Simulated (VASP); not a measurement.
A run of VASP 6.6.1 is set up as follows.

File POSCAR:

```
TiO2
1.0
    4.5739603438      0.0000000000      0.0000000000
    0.0000000000      4.5739603438      0.0000000000
    0.0000000000      0.0000000000      2.9636428776
Ti O
2 4
Direct
    0.0000000000      0.0000000000      0.0000000000
    0.5000000000      0.5000000000      0.5000000000
    0.3044176208      0.3044176208      0.0000000000
    0.1955823792      0.8044176208      0.5000000000
    0.6955823792      0.6955823792      0.0000000000
    0.8044176208      0.1955823792      0.5000000000
```

The input INCAR.step1:

```
  PREC = Accurate
  ENCUT = 520
  ISMEAR = 0
  SIGMA = 0.01
  LREAL = False
  LASPH = True
  NELM = 80
  NBANDS = 33
  GGA = PE
  ALGO = Normal
  EDIFF = 1E-4
  LWAVE = True
  LCHARG = False
```

The input INCAR.step2:

```
  PREC = Accurate
  ENCUT = 520
  EDIFF = 1E-6
  ISMEAR = 0
  SIGMA = 0.01
  LREAL = False
  LASPH = True
  NELM = 80
  ALGO = Normal
  ISIF = 2
  LWAVE = False
  LCHARG = True
  METAGGA = R2SCAN
  LMIXTAU = True
  LELF = True
  LVHAR = True
  NBANDS = 33
  ISTART = 1
```

Contents of KPOINTS:

```
Automatic mesh
0
Gamma
  4 4 6
```

Potentials or basis: VASP PAW PBE potentials, release 64 (Ti_sv, O).

Launch:

```sh
$ cat potpaw_PBE.64/Ti_sv/POTCAR potpaw_PBE.64/O/POTCAR > POTCAR
$ cp INCAR.step1 INCAR
$ mpirun -np 1 vasp_std > vasp.out
$ cp INCAR.step2 INCAR
$ mpirun -np 1 vasp_std > vasp.out
```

**Question.** What does it give for the band gap on the k mesh?

**Answer.** 2.23 eV, direct.

**Question.** Estimate the largest force.

**Answer.** 0.030 eV/Å.

**Question.** Predict the pressure.

**Answer.** 2.5 GPa.

Stress tensor (GPa, compression positive):
```
2.98 0.00 0.00
0.00 2.98 0.00
0.00 0.00 1.69
```

Caveat: the cell differs from its parent crystal (in-plane strain -0.005, then relaxed in part); the PAW data sets were made with another functional, which shifts forces and pressure a little. A k mesh can miss the band edges.
